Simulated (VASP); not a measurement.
Wanted: the native input for a VASP 6.6.1 run.

```yaml
Task: electric field gradients
Functional: LDA
Potentials_or_basis: VASP PAW LDA potentials, release 64 (Pb_d, F)
Cutoff: 520 eV
k_mesh: 7 × 7 × 7
Occupations: fermi-dirac, width 0.03 eV
Spin: no spin polarisation
Dipole_correction: no
Further_INCAR_settings: ALGO = Normal; EDIFF = 1e-08; NBANDS = 21
```

The structure of PbF2 lies in POSCAR:

```
PbF2
1.0
   -0.0296985000      2.9550007500      2.9550007500
    2.9550007500     -0.0296985000      2.9550007500
    2.9550007500      2.9550007500     -0.0296985000
Pb F
1 2
Direct
    0.0000000000      0.0000000000      0.0000000000
    0.2500000000      0.2500000000      0.2500000000
    0.7500000000      0.7500000000      0.7500000000
```

This cell differs from its parent crystal: equal xy, yz and zx shear strains of -1 %.

The input as run:

INCAR

```
SYSTEM = PbF2
PREC = Accurate ; ENCUT = 520
EDIFF = 1E-8 ; ISMEAR = -1
SIGMA = 0.03 ; LREAL = .FALSE.
LASPH = .TRUE. ; NELM = 100
ALGO = Normal ; ISIF = 2
LWAVE = .FALSE. ; LCHARG = .FALSE.
LEFG = .TRUE. ; NBANDS = 21
```

KPOINTS

```
Automatic mesh
0
G
  7 7 7
  0 0 0
```

Potentials or basis: VASP PAW LDA potentials, release 64 (Pb_d, F).

Command:

```sh
$ cat potpaw_LDA.64/Pb_d/POTCAR potpaw_LDA.64/F/POTCAR > POTCAR
$ mpirun -np 1 vasp_std > vasp.out
```

Results of the run:

```yaml
Pressure: -4.9 GPa
Largest_force: 0.036 eV/Å
Band_gap_on_the_k_mesh: 4.25 eV (least direct gap 4.48 eV)
Largest_electric_field_gradient_by_atom: Pb -21.3; F +0.5 V/Å²
```

Caveat: the cell differs from its parent crystal (equal xy, yz and zx shear strains of -1 %); the cell stands under tension; without QUAD_EFG the Cq values of the log hold for a quadrupole moment of 1 mb, not for the nuclei; spin-orbit coupling is left out, which moves the levels of the heavy elements; an odd mesh through Γ misses points on the zone boundary, where band edges can lie.

It took 34 s on 1 thread of Intel(R) Xeon(R) Platinum 8259CL CPU @ 2.50GHz (Skylake/Cascade Lake) (shared host), peak memory 0.18 GiB.
